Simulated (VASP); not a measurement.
Ga: elastic constants with PBEsol

The system is Ga.

```
Ga
1.0
    -1.38440    1.38440    2.31122
     1.38440   -1.38440    2.31122
     1.38440    1.38440   -2.31122
Ga
1
Direct
  0.00000 0.00000 0.00000
```

* Program: VASP 6.6.1
* Task: elastic constants
* Functional: PBEsol
* Potentials or basis: VASP PAW PBE potentials, release 64 (Ga_d)
* Cutoff: 600 eV
* k mesh: 10 × 10 × 10
* Occupations: fermi-dirac, width 0.05 eV
* Spin: no spin polarisation
* Dipole correction: no
* Ions in elastic constants: relaxed
* Further INCAR settings: ALGO = Normal; EDIFF = 1e-08; NBANDS = 12; IBRION = 6; POTIM = 0.015; NSW = 1; ISIF = 3

```yaml
Voigt_bulk_modulus: 62 GPa
```

Elastic tensor in Voigt notation (GPa, in the Cartesian axes of the cell as first typed):
```
 95  74  31   0   0   0
 74  95  31   0   0   0
 31  31  96   0   0   0
  0   0   0 -37   0   0
  0   0   0   0 -37   0
  0   0   0   0   0  -9
```

Clamped-ion elastic tensor (GPa):
```
 95  74  31   0   0   0
 74  95  31   0   0   0
 31  31  96   0   0   0
  0   0   0 -37   0   0
  0   0   0   0 -37   0
  0   0   0   0   0  -9
```

Run time: 3.5 min on 1 thread of Intel(R) Xeon(R) Platinum 8488C (Sapphire Rapids), with other jobs on the host, peak memory 0.26 GiB.

Caveat: the elastic tensor has a negative eigenvalue, so either the cell is unstable as it stands or the mesh is too thin; the PAW data sets were made with another functional, which shifts forces and pressure a little.
